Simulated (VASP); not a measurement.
Runs of VASP 6.6.1 on KPt. The structure is that of space group P-6m2 (No. 187), or close to it. The cells are those of the table. 

```csv
cell,gap on the mesh (eV),pressure (GPa)
"a = 3.060, b = 3.060, c = 5.450 Å, angles 90.0, 90.0, 120.0°, 2 atoms",none,(a)
"a = 2.971, b = 2.971, c = 5.292 Å, angles 90.0, 90.0, 120.0°, 2 atoms",none,2.6
"a = 3.001, b = 3.001, c = 5.346 Å, angles 90.0, 90.0, 120.0°, 2 atoms",none,0.6
"a = 2.940, b = 2.940, c = 5.236 Å, angles 90.0, 90.0, 120.0°, 2 atoms",none,4.9
"a = 3.031, b = 3.031, c = 5.399 Å, angles 90.0, 90.0, 120.0°, 2 atoms",none,(b)
```

Alike in all rows: task single point; level PBE; potentials or basis VASP PAW PBE potentials, release 64 (K_sv, Pt); no spin polarisation; k mesh 11 × 11 × 6; cutoff (eV) 520; smearing gaussian 0.05 eV.

Question: Fill in the values left out.

Answer: (a) -2.6; (b) -1.2.

Caveats: spin-orbit coupling is left out, which moves the levels of the heavy elements; the cell stands under pressure (at least some runs).

A k mesh can miss the band edges, and the runs leave out spin-orbit coupling on Pt.

A gap of «none» marks levels without a gap at the run's occupations.
